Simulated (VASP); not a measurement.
Here is a VASP 6.6.1 calculation.

INCAR

```
SYSTEM = CdTe
PREC = Accurate
ENCUT = 520
EDIFF = 1E-7
ISMEAR = 0
SIGMA = 0.05
LREAL = .FALSE.
LASPH = .TRUE.
NELM = 60
ALGO = Normal
ISIF = 2
LWAVE = .FALSE.
LCHARG = .FALSE.
GGA = PS
NBANDS = 16
```

File KPOINTS:

```
regular mesh
0
G
  8 8 8
  0 0 0
```

Contents of POSCAR:

```
CdTe
1.0
    0.0000000000      3.1636874711      3.1636874711
    3.1636874711      0.0000000000      3.1636874711
    3.1636874711      3.1636874711      0.0000000000
Cd Te
1 1
Direct
    0.0000000000      0.0000000000      0.0000000000
    0.7500000000      0.7500000000      0.7500000000
```

Potentials or basis: VASP PAW PBE potentials, release 64 (Cd, Te).

Command:

```console
$ cat potpaw_PBE.64/Cd/POTCAR potpaw_PBE.64/Te/POTCAR > POTCAR
$ mpirun -np 1 vasp_std > vasp.out
```

(1) What does it give for the band gap on the k mesh?

(2) Predict the pressure.

Results:

(1) 0.88 eV, direct.

(2) 4.0 GPa.

Caveat: the PAW data sets were made with another functional, which shifts forces and pressure a little; spin-orbit coupling is left out, which moves the levels of the heavy elements.
